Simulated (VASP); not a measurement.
# Sr (Fm-3m) in VASP: a series of runs, part 3 of 3

VASP 6.6.1. The steps go on from the part before.

**5. Single point, r2SCAN**

The input, POSCAR:

```
Sr
1.0
    0.0000000000      3.0521104090      3.0521104090
    3.0521104090      0.0000000000      3.0521104090
    3.0521104090      3.0521104090      0.0000000000
Sr
1
Direct
    0.0000000000      0.0000000000      0.0000000000
```

The input, INCAR.step1:

```
SYSTEM = Sr
ALGO = Normal ; EDIFF = 1E-4
ENCUT = 520 ; GGA = PE
ISMEAR = 0 ; LASPH = .True.
LCHARG = .False. ; LREAL = .False.
LWAVE = .True. ; NBANDS = 11
NELM = 100 ; PREC = Accurate
SIGMA = 0.6
```

The input, INCAR.step2:

```
SYSTEM = Sr
ALGO = Normal ; EDIFF = 1E-6
ENCUT = 520 ; ISIF = 2
ISMEAR = 0 ; ISTART = 1
LASPH = .True. ; LCHARG = .False.
LMIXTAU = .True. ; LREAL = .False.
LWAVE = .False. ; METAGGA = R2SCAN
NBANDS = 11 ; NELM = 100
PREC = Accurate ; SIGMA = 0.6
```

The input, KPOINTS:

```
k-points
0
Gamma
  9 9 9
  0 0 0
```

Potentials or basis: VASP PAW PBE potentials, release 64 (Sr_sv).

The run is started by

```bash
> cat potpaw_PBE.64/Sr_sv/POTCAR > POTCAR
> cp INCAR.step1 INCAR
> mpirun -np 1 vasp_std > vasp.out
> cp INCAR.step2 INCAR
> mpirun -np 1 vasp_std > vasp.out
```

OUTCAR:

```text
SYSTEM = Sr
   EDIFF = 1E-6
   ENCUT = 520
   ISIF = 2
   ISMEAR = 0
   ISTART = 1
   LASPH = .True.
   LREAL = .False.
   METAGGA = R2SCAN
   NELM = 100
   PREC = Accurate

 ion  position               nearest neighbor table
   1  0.000  0.000  0.000-

  LATTYP: Found a face centered cubic cell.
 ALAT       =     6.1042208180

  Lattice vectors:

 A1 = (   0.0000000000,   3.0521104090,   3.0521104090)
 A2 = (   3.0521104090,   0.0000000000,   3.0521104090)
 A3 = (   3.0521104090,   3.0521104090,   0.0000000000)

Analysis of symmetry for initial positions (statically):
=====================================================================
 Subroutine PRICEL returns:
 Original cell was already a primitive cell.

 Routine SETGRP: Setting up the symmetry group for a
 face centered cubic supercell.

 Subroutine GETGRP returns: Found 48 space group operations
 (whereof 48 operations were pure point group operations)
 out of a pool of 48 trial point group operations.

The static configuration has the point symmetry O_h .

Analysis of symmetry for dynamics (positions and initial velocities):
=====================================================================
 Subroutine PRICEL returns:
 Original cell was already a primitive cell.

 Routine SETGRP: Setting up the symmetry group for a
 face centered cubic supercell.

 Subroutine GETGRP returns: Found 48 space group operations
 (whereof 48 operations were pure point group operations)
 out of a pool of 48 trial point group operations.

The dynamic configuration has the point symmetry O_h .

 Subroutine INISYM returns: Found 48 space group operations
 (whereof 48 operations are pure point group operations),
 and found     1 'primitive' translations

----------------------------------------------------------------------------------------

[... 108 lines left out ...]
   IMIX   =      4    mixing-type and parameters
     AMIX     =   0.40;   BMIX     =  1.00
     AMIX_MAG =   1.60;   BMIX_MAG =  1.00
  volume/ion in A,a.u.               =      56.86       383.73
  Fermi-wavevector in a.u.,A,eV,Ry     =   0.917201  1.733259 11.446009  0.841258
  Thomas-Fermi vector in A             =   2.042143
   LORBIT       =      0    0 simple, 1 ext, 2 COOP (PROOUT), +10 PAW based schemes
   METAGGA = R2SCAN    functional components
   LHFCALC =     F    Hartree Fock is set to
   AEXX    =    0.0000 exact exchange contribution
   IVDW    =     0    specifies the selected vdW correction
   LEPSILON=     F    determine dielectric tensor
   LRPA    =     F    only Hartree local field effects (RPA)
 non-spin polarized calculation
 Gauss-broadening in eV      SIGMA  =   0.60
  energy-cutoff  :      520.00
  volume of cell :       56.86
 maximum number of plane-waves:      1550
   NGX = 17   NGY = 17   NGZ = 17

 number of electron      10.0000000 magnetization

 Free energy of the ion-electron system (eV)
  ---------------------------------------------------
  ext. energy  EPLUGINS =         0.00000000
  ---------------------------------------------------
  free energy    TOTEN  =       -15.21054884 eV

  energy without entropy =      -14.98885249  energy(sigma->0) =      -15.09970067

 E-fermi :   1.4290     XC(G=0):  -7.6840

 val. band max:        1.3991969377   @ k =  -0.3333   0.3333   0.1111
 cond. band min:       1.4361238316   @ k =  -0.3333   0.4444   0.1111
 fundamental gap:      0.0369268939
 Fermi energy:         1.4289512103

 k-point     1 :       0.0000    0.0000    0.0000
  band No.  band energies     occupation
      1     -36.5707      2.00000
      2     -17.8368      2.00000
      3     -17.8368      2.00000
      4     -17.8368      2.00000
      5      -2.2910      2.00000
      6       4.1632      0.00000
      7       4.1632      0.00000
      8       4.1632      0.00000
      9       5.6762      0.00000
     10       5.6762      0.00000
     11       8.9152      0.00000
[... 309 lines left out ...]
 k-point    24 :       0.4444    0.4444    0.0000
  band No.  band energies     occupation
      1     -36.5539      2.00000
      2     -18.0033      2.00000
      3     -17.9007      2.00000
      4     -17.9007      2.00000
      5       0.7662      1.88172
      6       2.0576      0.13844
      7       2.5546      0.00798
      8       6.3972      0.00000
      9       6.3972      0.00000
     10       6.6821      0.00000
     11       7.7400      0.00000

 [... further k-points ...]
[... 5 lines left out ...]
  --------------------------------------------------------------------------------------
  -------------------------------------------------------------------------------------
  Total        0.0323840      0.0323840      0.0323840     -0.0000000      0.0000000      0.0000000
  in kB        0.9124532      0.9124532      0.9124532     -0.0000000      0.0000000      0.0000000
  external PRESSURE =       0.9124532 kB  Pullay stress =       0.0000000 kB

 VOLUME and BASIS-vectors are now :
 -----------------------------------------------------------------------------
  energy-cutoff  :      520.00
  volume of cell :       56.86
      direct lattice vectors                 reciprocal lattice vectors
     0.000000000  3.052110409  3.052110409    -0.163821072  0.163821072  0.163821072
     3.052110409  0.000000000  3.052110409     0.163821072 -0.163821072  0.163821072
     3.052110409  3.052110409  0.000000000     0.163821072  0.163821072 -0.163821072

 POSITION                                       TOTAL-FORCE (eV/Angst)
 -----------------------------------------------------------------------------------
      0.00000      0.00000      0.00000         0.000000     -0.000000      0.000000
 -----------------------------------------------------------------------------------
    total drift:                                0.000000      0.000000      0.000000

  FREE ENERGIE OF THE ION-ELECTRON SYSTEM (eV)
  ---------------------------------------------------
  free  energy   TOTEN  =       -15.2105488411 eV

  energy  without entropy=      -14.9888524939  energy(sigma->0) =      -15.09970067
```

Run time: 38 s. Hardware: 1 thread of Intel Xeon Platinum 8488C (Sapphire Rapids), shared host; peak memory 0.19 GiB.

Results:

```yaml
Free_energy: -15.2105 eV
Pressure: 0.1 GPa
Band_gap_on_the_k_mesh: zero (band 5 reaches 1.46 eV, above the bottom of band 6 at 1.45 eV)
```

Levels at points of the mesh, in eV from the Fermi level:
```csv
k point,band 1,band 2,band 3,band 4,band 5,band 6,band 7,band 8,band 9,band 10
"(0.00, 0.00, 0.00)",-38.00,-19.27,-19.27,-19.27,-3.72,2.73,2.73,2.73,4.25,4.25
```

Caveat: the PAW data sets were made with another functional, which shifts forces and pressure a little.

**6. Summary**

```tsv
smearing	gap on the mesh (eV)	pressure (GPa)
gaussian 0.1 eV	none	0.0
gaussian 0.2 eV	none	0.0
gaussian 0.3 eV	none	0.0
gaussian 0.6 eV	none	0.1
```

Alike in all rows: task single point; level r2SCAN; potentials or basis VASP PAW PBE potentials, release 64 (Sr_sv); no spin polarisation; cell as given; k mesh 9 × 9 × 9; cutoff (eV) 520.

Every run on the cell as given and a fine mesh finds a metal.

Caveats: the PAW data sets were made with another functional, which shifts forces and pressure a little.

Absolute energies hang on the potentials; compare differences alone.
